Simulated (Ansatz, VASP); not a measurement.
# Ga in VASP and in Ansatz

Contents of INCAR:

```
SYSTEM = Ga
  ALGO = Normal
  EDIFF = 1E-6
  ENCUT = 520
  GGA = PE
  ISIF = 2
  ISMEAR = -1
  LASPH = .True.
  LCHARG = .False.
  LREAL = .False.
  LWAVE = .False.
  NBANDS = 26
  NELM = 60
  PREC = Accurate
  SIGMA = 0.05
```

KPOINTS

```
k-points
0
Gamma
  8 8 10
  0 0 0
```

The input POSCAR:

```
Ga
1.0
    4.3288670124      0.0000000000      0.0000000000
   -2.1644335062      3.7489088024      0.0000000000
    0.0000000000      0.0000000000      2.6751536601
Ga
3
Direct
    0.0000000000      0.0000000000      0.0000000000
    0.3333333333      0.6666666667      0.5000000000
    0.6666666667      0.3333333333      0.5000000000
```

Input for Ansatz:

```yaml
crystal:
  lattice:
    - [4.3288670124, 0.0, 0.0]
    - [-2.1644335062, 3.7489088024, 0.0]
    - [0.0, 0.0, 2.6751536601]
  atoms:
    - { symbol: Ga, position: [0.0, 0.0, 0.0] }
    - { symbol: Ga, position: [0.3333333333, 0.6666666667, 0.5] }
    - { symbol: Ga, position: [0.6666666667, 0.3333333333, 0.5] }
kpoints:
  mp_grid: { grid: [8, 8, 10] }
scf:
  occupations: { method: fermi_dirac, width: 0.05 }
hamiltonian:
  xc: pbe
  pseudopotentials: { kind: paw }
output:
  forces: true
  stress: true
  eigenvalues: true
  populations: true
```

Change from the starting cell: volume scaled by 0.75, PAW files.

Alike in both runs: task single point; functional PBE; k mesh 8 × 8 × 10; occupations fermi-dirac, width 0.05 eV; no spin polarisation.

```csv
,VASP,Ansatz
version,VASP 6.6.1,Ansatz 0.2.0
potentials or method,"VASP PAW PBE potentials, release 64 (Ga_d)","PAW with Ansatz's default frozen-core files, scalar-relativistic"
plane-wave cutoff (eV),520,420
valence electrons in the cell,39,39
```

|  | VASP | Ansatz | Ansatz less VASP |
| --- | --- | --- | --- |
| pressure (GPa) | 27.7 | 27.5 | -0.21 |
| traceless stress, the component that is largest in VASP (GPa) | 0.06 | 0.09 | +0.026 |

With one functional, cell and mesh, what is left measures potentials, basis and numerics.
